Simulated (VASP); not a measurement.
# W3N2 (P-62m) in VASP: further runs

Runs on W3N2. Level: PBE. Tasks: single point, relaxation of cell and atoms.

Program: VASP 6.6.1. These are calculated values, not measurements. Logs are shortened: lines on timing, memory, paths and dates and some standing lists are left out, and cuts for length are marked.

### Step 1. The cell of the first run

The structure is hexagonal, space group P-62m (No. 189). The conventional cell has a = 4.733 Å, b = 4.733 Å, c = 3.613 Å, α = 90.00°, β = 90.00°, γ = 120.00°. W (site symmetry m2m) has 2 N at 1.81 Å and 2 W at 2.04 Å within 2.4 Å. N (site symmetry -6) has 3 W at 1.81 Å within 2.4 Å.

The cell was built from a structure type or drawn by symmetry, and may not be a known phase.

### Step 2. Single point, PBE

Input file INCAR:

```
SYSTEM = W3N2
PREC = Accurate
ENCUT = 520
EDIFF = 1E-6
ISMEAR = 0
SIGMA = 0.1
LREAL = .False.
LASPH = .True.
NELM = 100
ALGO = Normal
ISIF = 2
LWAVE = .False.
LCHARG = .False.
GGA = PE
NBANDS = 34
```

Input file KPOINTS:

```
Automatic mesh
0
Gamma
  6 6 6
  0 0 0
```

Input file POSCAR:

```
W3N2
1.0
    4.7325170700      0.0000000000      0.0000000000
   -2.3662585400      4.0984800100      0.0000000000
    0.0000000000      0.0000000000      3.6130573500
W N
3 2
Direct
    0.7515828600      0.0000000000      0.0000000000
    0.0000000000      0.7515828600      0.0000000000
    0.2484171400      0.2484171400      0.0000000000
    0.3333333300      0.6666666700      0.0000000000
    0.6666666700      0.3333333300      0.0000000000
```

Potentials or basis: VASP PAW PBE potentials, release 64 (W_sv, N).

On the command line:

```
$ cat potpaw_PBE.64/W_sv/POTCAR potpaw_PBE.64/N/POTCAR > POTCAR
$ mpirun -np 1 vasp_std > vasp.out
```

OUTCAR:

```text
SYSTEM = W3N2
   PREC = Accurate
   ENCUT = 520
   EDIFF = 1E-6
   ISMEAR = 0
   LREAL = .False.
   LASPH = .True.
   NELM = 100
   ISIF = 2
   GGA = PE

 ion  position               nearest neighbor table
   1  0.752  0.000  0.000-   5 1.81   4 1.81   3 2.04   2 2.04   2 3.14   3 3.14   3 3.14   2 3.14

   2  0.000  0.752  0.000-   4 1.81   5 1.81   1 2.04   3 2.04   1 3.14   3 3.14   3 3.14   1 3.14

   3  0.248  0.248  0.000-   5 1.81   4 1.81   1 2.04   2 2.04   2 3.14   1 3.14   1 3.14   2 3.14

   4  0.333  0.667  0.000-   2 1.81   1 1.81   3 1.81
   5  0.667  0.333  0.000-   1 1.81   2 1.81   3 1.81

  LATTYP: Found a hexagonal cell.
 ALAT       =     4.7325170700
 C/A-ratio  =     0.7634536329

  Lattice vectors:

 A1 = (   4.7325170700,   0.0000000000,   0.0000000000)
 A2 = (  -2.3662585400,   4.0984800100,   0.0000000000)
 A3 = (   0.0000000000,   0.0000000000,   3.6130573500)

Analysis of symmetry for initial positions (statically):
=====================================================================
 Subroutine PRICEL returns:
 Original cell was already a primitive cell.

 Routine SETGRP: Setting up the symmetry group for a
 hexagonal supercell.

 Subroutine GETGRP returns: Found 12 space group operations
 (whereof 12 operations were pure point group operations)
 out of a pool of 24 trial point group operations.

The static configuration has the point symmetry D_3h.

Analysis of symmetry for dynamics (positions and initial velocities):
=====================================================================
 Subroutine PRICEL returns:
 Original cell was already a primitive cell.

 Routine SETGRP: Setting up the symmetry group for a
 hexagonal supercell.

 Subroutine GETGRP returns: Found 12 space group operations
 (whereof 12 operations were pure point group operations)
 out of a pool of 24 trial point group operations.

The dynamic configuration has the point symmetry D_3h.

 Subroutine INISYM returns: Found 12 space group operations
 (whereof 12 operations are pure point group operations),
 and found     1 'primitive' translations

----------------------------------------------------------------------------------------

                                     Primitive cell

  volume of cell :      70.0793

  direct lattice vectors                    reciprocal lattice vectors
     4.732517070  0.000000000  0.000000000     0.211304045  0.121996447  0.000000000
    -2.366258540  4.098480010  0.000000000     0.000000000  0.243992894  0.000000000
     0.000000000  0.000000000  3.613057350     0.000000000  0.000000000  0.276773907

  length of vectors
     4.732517070  4.732517076  3.613057350     0.243992895  0.243992894  0.276773907

  position of ions in fractional coordinates (direct lattice)
     0.751582860  0.000000000  0.000000000
     0.000000000  0.751582860  0.000000000
     0.248417140  0.248417140  0.000000000
     0.333333330  0.666666670  0.000000000
     0.666666670  0.333333330  0.000000000

  ion indices of the primitive-cell ions
   primitive index   ion index
                 1           1
                 2           2
                 3           3
                 4           4
                 5           5

----------------------------------------------------------------------------------------

 KPOINTS: Automatic mesh

Automatic generation of k-mesh.
 Grid dimensions read from file:
 generate k-points for:    6    6    6

 Generating k-lattice:

  Cartesian coordinates                     Fractional coordinates (reciprocal lattice)
     0.035217341  0.020332741  0.000000000     0.166666667  0.000000000  0.000000000
     0.000000000  0.040665482  0.000000000     0.000000000  0.166666667  0.000000000
     0.000000000  0.000000000  0.046128985     0.000000000  0.000000000  0.166666667

  Length of vectors
     0.040665482  0.040665482  0.046128985

  Shift w.r.t. Gamma in fractional coordinates (k-lattice)
     0.000000000  0.000000000  0.000000000

 Subroutine IBZKPT returns following result:
 ===========================================

[... 43 lines left out ...]
 NGX is ok and might be reduce to    36
   NGX = 17   NGY = 17   NGZ = 13

 number of electron      51.9999997 magnetization

 Free energy of the ion-electron system (eV)
  ---------------------------------------------------
  ext. energy  EPLUGINS =         0.00000000
  ---------------------------------------------------
  free energy    TOTEN  =       -37.42267088 eV

  energy without entropy =      -37.41235628  energy(sigma->0) =      -37.41751358

 E-fermi :   8.5817     XC(G=0): -11.9051

 val. band max:        8.5741638787   @ k =   0.3333   0.1667   0.5000
 cond. band min:       8.6338300180   @ k =   0.3333   0.0000   0.1667
 fundamental gap:      0.0596661393
 Fermi energy:         8.5817083442

 k-point     1 :       0.0000    0.0000    0.0000
  band No.  band energies     occupation
      1     -66.7973      2.00000
      2     -65.5706      2.00000
      3     -65.5706      2.00000
      4     -34.6907      2.00000
      5     -32.3419      2.00000
      6     -32.3419      2.00000
[... 26 lines left out ...]
     33      14.4700      0.00000
     34      15.3417      0.00000

 k-point     2 :       0.1667    0.0000    0.0000
  band No.  band energies     occupation
      1     -66.7933      2.00000
      2     -65.5742      2.00000
      3     -65.5718      2.00000
      4     -34.6655      2.00000
      5     -32.3644      2.00000
      6     -32.3024      2.00000
[... 26 lines left out ...]
     33      14.1009      0.00000
     34      14.3514      0.00000

 k-point     3 :       0.3333    0.0000    0.0000
  band No.  band energies     occupation
      1     -66.7851      2.00000
      2     -65.5814      2.00000
      3     -65.5742      2.00000
      4     -34.6129      2.00000
      5     -32.4016      2.00000
      6     -32.2249      2.00000
[... 26 lines left out ...]
     33      12.9049      0.00000
     34      13.7080      0.00000
[... 704 lines left out ...]
 k-point    23 :       0.1667    0.0000    0.5000
  band No.  band energies     occupation
      1     -66.7921      2.00000
      2     -65.5732      2.00000
      3     -65.5708      2.00000
      4     -34.6614      2.00000
      5     -32.3602      2.00000
      6     -32.2986      2.00000
[... 26 lines left out ...]
     33      12.6057      0.00000
     34      14.5242      0.00000

 k-point    24 :       0.3333    0.0000    0.5000
  band No.  band energies     occupation
      1     -66.7840      2.00000
      2     -65.5805      2.00000
      3     -65.5732      2.00000
      4     -34.6090      2.00000
      5     -32.3973      2.00000
      6     -32.2213      2.00000
[... 26 lines left out ...]
     33      12.3062      0.00000
     34      13.2426      0.00000

 [... further k-points ...]

------------------------ aborting loop because EDIFF is reached ----------------------------------------

  FORCE on cell =-STRESS in cart. coord.  units (eV):
  Direction    XX          YY          ZZ          XY          YZ          ZX
  --------------------------------------------------------------------------------------
  -------------------------------------------------------------------------------------
  Total       75.4294423     75.4294424     -5.0873438     -0.0000001      0.0000000      0.0000000
  in kB     1724.4937049   1724.4937078   -116.3085939     -0.0000021      0.0000000      0.0000000
  external PRESSURE =    1110.8929396 kB  Pullay stress =       0.0000000 kB

 VOLUME and BASIS-vectors are now :
 -----------------------------------------------------------------------------
  energy-cutoff  :      520.00
  volume of cell :       70.08
      direct lattice vectors                 reciprocal lattice vectors
     4.732517070  0.000000000  0.000000000     0.211304045  0.121996447  0.000000000
    -2.366258540  4.098480010  0.000000000     0.000000000  0.243992894  0.000000000
     0.000000000  0.000000000  3.613057350     0.000000000  0.000000000  0.276773907

 POSITION                                       TOTAL-FORCE (eV/Angst)
 -----------------------------------------------------------------------------------
      3.55688      0.00000      0.00000       -17.158754     -0.000000      0.000000
     -1.77844      3.08035      0.00000         8.579377    -14.859917     -0.000000
      0.58782      1.01813      0.00000         8.579377     14.859917      0.000000
     -0.00000      2.73232      0.00000         0.000000     -0.000000      0.000000
      2.36626      1.36616      0.00000         0.000000     -0.000000      0.000000
 -----------------------------------------------------------------------------------
    total drift:                               -0.000003     -0.000005      0.000001

  FREE ENERGIE OF THE ION-ELECTRON SYSTEM (eV)
  ---------------------------------------------------
  free  energy   TOTEN  =       -37.4226708771 eV

  energy  without entropy=      -37.4123562817  energy(sigma->0) =      -37.41751358
```

It took 100 s on 1 thread of Intel Xeon 8259CL, shared host; peak memory 0.21 GiB.

What came out:

```
Free energy            : -37.4227 eV
Pressure               : 111.1 GPa
Largest force          : 17.159 eV/Å
Band gap on the k mesh : zero (bands 26 and 27 overlap by 2.37 eV)
```

Forces in eV/Å, atoms in the order of the input:
```
W   -17.159   0.000   0.000
W     8.579 -14.860   0.000
W     8.579  14.860   0.000
N     0.000   0.000   0.000
N     0.000   0.000   0.000
```

Stress tensor (GPa, compression positive):
```
172.45   0.00   0.00
  0.00 172.45   0.00
  0.00   0.00 -11.63
```

Levels at points of the mesh, in eV from the Fermi level:
```tsv
k point	band 24	band 25	band 26	band 27	band 28	band 29
(0.00, 0.00, 0.00)	-2.58	-2.51	-2.51	-1.67	-0.15	-0.15
(0.50, 0.00, 0.00)	-1.89	-1.50	-0.73	0.20	1.08	2.19
(0.00, 0.00, 0.50)	-3.58	-2.22	-2.22	-0.47	2.72	2.91
(0.50, 0.00, 0.50)	-0.29	-0.20	0.66	1.88	2.27	2.28
```

Caveat: the cell stands under pressure; spin-orbit coupling is left out, which moves the levels of the heavy elements; forces of over 1 eV/Å act on the atoms, so gaps and moduli don't describe the material at rest.

### Step 3. Single point, PBE

This run uses another cell than the first one, of 14.46 Å³/atom.

Input file INCAR:

```
PREC = Accurate
ENCUT = 520
EDIFF = 1E-6
ISMEAR = 0
SIGMA = 0.1
LREAL = False
LASPH = True
NELM = 100
ALGO = Normal
ISIF = 2
LWAVE = False
LCHARG = False
GGA = PE
NBANDS = 34
```

Input file KPOINTS:

```
Automatic mesh
0
Gamma
  6 6 6
```

Input file POSCAR:

```
W3N2
1.0
    5.5829321906      0.0000000034      0.0000000000
   -2.7914660983      4.8349611030      0.0000000000
    0.0000000000      0.0000000000      2.6792622711
W N
3 2
Direct
    0.6905965832      0.0000000000      0.0000000000
    0.0000000000      0.6905965832      0.0000000000
    0.3094034168      0.3094034168      0.0000000000
    0.3333333333      0.6666666667      0.0000000000
    0.6666666667      0.3333333333      0.0000000000
```

Potentials or basis: VASP PAW PBE potentials, release 64 (W_sv, N).

On the command line:

```
$ cat potpaw_PBE.64/W_sv/POTCAR potpaw_PBE.64/N/POTCAR > POTCAR
$ mpirun -np 1 vasp_std > vasp.out
```

Run time: 86 s. Hardware: 1 thread of Intel Xeon 8259CL, shared host; peak memory 0.21 GiB.

The run converged. Its results:

| Quantity | Value |
| --- | --- |
| Free energy | -52.6288 eV |
| Pressure | 1.3 GPa |
| Largest force | 0.142 eV/Å |
| Band gap on the k mesh | zero (bands 26 and 27 overlap by 1.02 eV) |

Forces in eV/Å, atoms in the order of the input:
```
W    0.142  0.000  0.000
W   -0.071  0.123  0.000
W   -0.071 -0.123  0.000
N    0.000  0.000  0.000
N    0.000  0.000  0.000
```

Stress tensor (GPa, compression positive):
```
1.60 0.00 0.00
0.00 1.60 0.00
0.00 0.00 0.57
```

Levels at points of the mesh, in eV from the Fermi level:
| k point | band 24 | band 25 | band 26 | band 27 | band 28 | band 29 |
| --- | --- | --- | --- | --- | --- | --- |
| (0.00, 0.00, 0.00) | -2.76 | -2.43 | -1.86 | 1.87 | 1.87 | 2.00 |
| (0.50, 0.00, 0.00) | -2.07 | -1.41 | -0.70 | 1.40 | 1.83 | 2.41 |
| (0.00, 0.00, 0.50) | -1.86 | -0.92 | -0.92 | -0.70 | -0.70 | 2.68 |
| (0.50, 0.00, 0.50) | -1.38 | -1.32 | 0.06 | 0.47 | 0.66 | 1.30 |

Caveat: the k points lie up to 0.39 Å⁻¹ apart, too coarse for converged energies and pressures of a metal; spin-orbit coupling is left out, which moves the levels of the heavy elements.

### Step 4. Relaxation of cell and atoms, PBE

Input file INCAR:

```
PREC     = Accurate       # precision mode
ENCUT    = 600            # plane-wave cutoff, eV
EDIFF    = 1E-6           # SCF threshold, eV
ISMEAR   = 0              # smearing method
SIGMA    = 0.1            # smearing width, eV
LREAL    = F              # projectors in reciprocal space
LASPH    = T              # aspherical terms in the spheres
NELM     = 80             # most SCF steps
ALGO     = Normal         # electronic algorithm
ISIF     = 3              # what is computed and relaxed
LWAVE    = F              # write WAVECAR
LCHARG   = F              # write CHGCAR
GGA      = PE             # functional
IBRION   = 2              # ionic algorithm
NSW      = 90             # ionic steps
EDIFFG   = -0.04          # ionic threshold
```

KPOINTS is that of step 3.

Input file POSCAR:

```
W3N2
1.0
    4.7325170700      0.0000000000      0.0000000000
   -2.3662585400      4.0984800100      0.0000000000
    0.0000000000      0.0000000000      3.6130573500
W N
3 2
Direct
    0.7515828600      0.0000000000      0.0000000000
    0.0000000000      0.7515828600      0.0000000000
    0.2484171400      0.2484171400      0.0000000000
    0.3333333300      0.6666666700      0.0000000000
    0.6666666700      0.3333333300      0.0000000000
```

On the command line:

```
$ cat potpaw_PBE.64/W_sv/POTCAR potpaw_PBE.64/N/POTCAR > POTCAR
$ mpirun -np 1 vasp_std > vasp.out
```

Wall time 26 min (1 thread of Intel Xeon 8259CL, shared host); peak memory 0.27 GiB.

Results (log left out):

* Free energy: -52.6193 eV
* Relaxed volume: 14.51 Å³/atom
* Relaxed cell: a = 5.587 Å, b = 5.587 Å, c = 2.684 Å, α = 90.00°, β = 90.00°, γ = 120.00°
* Space group after relaxing (to 0.1 Å): P-62m (No. 189)
* Pressure after relaxing: -0.2 GPa
* Largest force after relaxing: 0.011 eV/Å
* Band gap on the k mesh: zero (bands 26 and 27 overlap by 1.00 eV)

Forces on the atoms (eV/Å):
```
W   -0.011  0.000  0.000
W    0.005 -0.009  0.000
W    0.005  0.009  0.000
N    0.000  0.000  0.000
N    0.000  0.000  0.000
```

Final structure:
```yaml
crystal:
  lattice:
    - [5.58740, 0.00000, 0.00000]
    - [-2.79370, 4.83883, 0.00000]
    - [0.00000, 0.00000, 2.68397]
  atoms:
    - { symbol: W, position: [0.69166, 0.00000, 0.00000] }
    - { symbol: W, position: [0.00000, 0.69166, 0.00000] }
    - { symbol: W, position: [0.30834, 0.30834, 0.00000] }
    - { symbol: N, position: [0.33333, 0.66667, 0.00000] }
    - { symbol: N, position: [0.66667, 0.33333, 0.00000] }
```

Levels at points of the mesh, in eV from the Fermi level:
| k point | band 23 | band 24 | band 25 | band 26 | band 27 | band 28 | band 29 | band 30 |
| --- | --- | --- | --- | --- | --- | --- | --- | --- |
| (0.00, 0.00, 0.00) | -2.75 | -2.75 | -2.40 | -1.85 | 1.84 | 1.84 | 1.92 | 2.58 |
| (0.50, 0.00, 0.00) | -2.34 | -2.05 | -1.41 | -0.69 | 1.38 | 1.79 | 2.38 | 2.41 |
| (0.00, 0.00, 0.50) | -2.74 | -1.88 | -0.92 | -0.92 | -0.69 | -0.69 | 3.15 | 3.67 |
| (0.50, 0.00, 0.50) | -1.52 | -1.36 | -1.34 | 0.04 | 0.45 | 0.66 | 1.31 | 2.12 |

Caveat: a cell axis changed by over 15 % at a fixed basis, so the end point is rough; spin-orbit coupling is left out, which moves the levels of the heavy elements.

### Step 5. Single point, PBE

This run uses another cell than the first one, of 14.58 Å³/atom.

Input file INCAR:

```
SYSTEM = W3N2
PREC = Accurate
ENCUT = 520
EDIFF = 1E-6
ISMEAR = 0
SIGMA = 0.1
LREAL = .FALSE.
LASPH = .TRUE.
NELM = 60
ALGO = Normal
ISIF = 2
LWAVE = .FALSE.
LCHARG = .TRUE.
GGA = PE
LELF = .TRUE.
LVHAR = .TRUE.
NBANDS = 34
```

Input file KPOINTS:

```
Automatic mesh
0
G
  12 12 14
  0 0 0
```

Input file POSCAR:

```
W3N2
1.0
    5.5563986857      0.0000000000      0.0000000000
   -2.7781993429      4.8119824154      0.0000000000
    0.0000000000      0.0000000000      2.7258342920
W N
3 2
Direct
    0.6948957630      0.0000000000      0.0000000000
    0.0000000000      0.6948957630      0.0000000000
    0.3051042370      0.3051042370      0.0000000000
    0.3333333333      0.6666666667      0.0000000000
    0.6666666667      0.3333333333      0.0000000000
```

On the command line:

```
$ cat potpaw_PBE.64/W_sv/POTCAR potpaw_PBE.64/N/POTCAR > POTCAR
$ mpirun -np 1 vasp_std > vasp.out
```

Wall time 6.8 min (1 thread of Intel Xeon 8259CL, shared host); peak memory 0.4 GiB.

Results (log left out):

```
Free energy            : -52.5054 eV
Pressure               : 1.0 GPa
Largest force          : 0.122 eV/Å
Band gap on the k mesh : zero (bands 26 and 27 overlap by 0.75 eV)
```

Forces in eV/Å, atoms in the order of the input:
```
W    0.122  0.000  0.000
W   -0.061  0.106  0.000
W   -0.061 -0.106  0.000
N    0.000  0.000  0.000
N    0.000  0.000  0.000
```

Stress tensor (GPa, compression positive):
```
1.38 0.00 0.00
0.00 1.38 0.00
0.00 0.00 0.33
```

Levels at points of the mesh, in eV from the Fermi level:
```
           k point  band 24  band 25  band 26  band 27  band 28  band 29
(0.00, 0.00, 0.00)    -2.72    -2.52    -2.02     1.69     1.69     1.83
(0.50, 0.00, 0.00)    -2.19    -1.34    -0.57     1.46     1.59     2.25
(0.00, 0.00, 0.50)    -2.01    -1.01    -1.01    -0.39    -0.39     2.85
(0.50, 0.00, 0.50)    -1.23    -1.07     0.14     0.36     0.67     1.61
```

Caveat: spin-orbit coupling is left out, which moves the levels of the heavy elements.

### Step 6. Summary

```csv
task,cell,k mesh,cutoff (eV),gap on the mesh (eV),pressure (GPa),largest force (eV/Å)
single point,"a = 4.733, b = 4.733, c = 3.613 Å, angles 90.0, 90.0, 120.0°, 5 atoms, atomic positions A",6 × 6 × 6,520,none,111.1,17.16
single point,"a = 5.583, b = 5.583, c = 2.679 Å, angles 90.0, 90.0, 120.0°, 5 atoms, atomic positions B",6 × 6 × 6,520,none,1.3,0.14
relaxation of cell and atoms,"relaxed from a = 4.733, b = 4.733, c = 3.613 Å, angles 90.0, 90.0, 120.0°, 5 atoms, atomic positions A",6 × 6 × 6,600,none,-0.2,0.01
single point,"a = 5.556, b = 5.556, c = 2.726 Å, angles 90.0, 90.0, 120.0°, 5 atoms, atomic positions C",12 × 12 × 14,520,none,1.0,0.12
```

Alike in all rows: level PBE; potentials or basis VASP PAW PBE potentials, release 64 (W_sv, N); no spin polarisation; smearing gaussian 0.1 eV.

Caveats: some runs use coarse meshes; spin-orbit coupling is left out, which moves the levels of the heavy elements; the cell stands under pressure (at least some runs); forces of over 1 eV/Å act on the atoms, so gaps and moduli don't describe the material at rest (at least some runs); a cell axis changed by over 15 % at a fixed basis, so the end point is rough (at least some runs).

Absolute energies hang on the potentials; compare differences alone.
